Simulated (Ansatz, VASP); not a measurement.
Ca2C in VASP and in Ansatz

The input POSCAR:

```
Ca2C
1.0
    0.0000000000      3.1285803843      3.1285803843
    3.1285803843      0.0000000000      3.1285803843
    3.1285803843      3.1285803843      0.0000000000
C Ca
1 2
Direct
    0.0000000000      0.0000000000      0.0000000000
    0.2500000000      0.2500000000      0.2500000000
    0.7500000000      0.7500000000      0.7500000000
```

Contents of INCAR.step1:

```
SYSTEM = Ca2C
ALGO     = Normal         ! electronic algorithm
EDIFF    = 1E-4           ! SCF threshold, eV
ENCUT    = 520            ! plane-wave cutoff, eV
GGA      = PE             ! functional
ISMEAR   = 0              ! smearing method
LASPH    = .True.         ! aspherical terms in the spheres
LCHARG   = .False.        ! write CHGCAR
LREAL    = .False.        ! projectors in reciprocal space
LWAVE    = .True.         ! write WAVECAR
NBANDS   = 19             ! bands
NELM     = 100            ! most SCF steps
PREC     = Accurate       ! precision mode
SIGMA    = 0.01           ! smearing width, eV
```

File INCAR.step2:

```
SYSTEM = Ca2C
ALGO     = Normal         ! electronic algorithm
EDIFF    = 1E-7           ! SCF threshold, eV
ENCUT    = 520            ! plane-wave cutoff, eV
ISIF     = 2              ! what is computed and relaxed
ISMEAR   = 0              ! smearing method
ISTART   = 1            
LASPH    = .True.         ! aspherical terms in the spheres
LCHARG   = .True.         ! write CHGCAR
LELF     = .True.         ! ELF
LMIXTAU  = .True.       
LREAL    = .False.        ! projectors in reciprocal space
LVHAR    = .True.       
LWAVE    = .False.        ! write WAVECAR
METAGGA  = R2SCAN         ! meta-GGA
NBANDS   = 19             ! bands
NELM     = 100            ! most SCF steps
PREC     = Accurate       ! precision mode
SIGMA    = 0.01           ! smearing width, eV
```

Contents of KPOINTS:

```
k-points
0
Gamma
  8 8 8
  0 0 0
```

Input for Ansatz:

```yaml
crystal:
  lattice:
    - [0.0, 3.1285803843, 3.1285803843]
    - [3.1285803843, 0.0, 3.1285803843]
    - [3.1285803843, 3.1285803843, 0.0]
  atoms:
    - { symbol: C, position: [0.0, 0.0, 0.0] }
    - { symbol: Ca, position: [0.25, 0.25, 0.25] }
    - { symbol: Ca, position: [0.75, 0.75, 0.75] }
kpoints:
  mp_grid: { grid: [8, 8, 8] }
  band_path:
    path:
      - [0.0, 0.0, 0.0]
      - [0.5, 0.0, 0.5]
      - [0.625, 0.25, 0.625]
      - [0.375, 0.375, 0.75]
      - [0.5, 0.5, 0.5]
      - [0.5, 0.25, 0.75]
      - [0.0, 0.5, 0.5]
    npoints: 1
hamiltonian:
  xc: r2scan
scf:
  occupations: { method: fixed }
  n_extra_bands: 4
output:
  forces: true
  stress: true
  eigenvalues: true
```

Alike in both runs: task single point; functional r2SCAN; k mesh 8 × 8 × 8; no spin polarisation.

```csv
,VASP,Ansatz
version,VASP 6.6.1,Ansatz 0.2.0
potentials or method,"VASP PAW PBE potentials, release 64 (C, Ca_sv)","plane waves, PAW"
plane-wave cutoff (eV),520,500
occupations,"gaussian, width 0.01 eV",fixed
valence electrons in the cell,24,24
```

|  | VASP | Ansatz | Ansatz less VASP |
| --- | --- | --- | --- |
| gap on the k mesh at the Fermi level (eV) | 0.40 | 0.41 | +0.013 |
| pressure (GPa) | 0.4 | 0.0 | -0.41 |

VASP's potentials were made for PBE, not for r2SCAN.
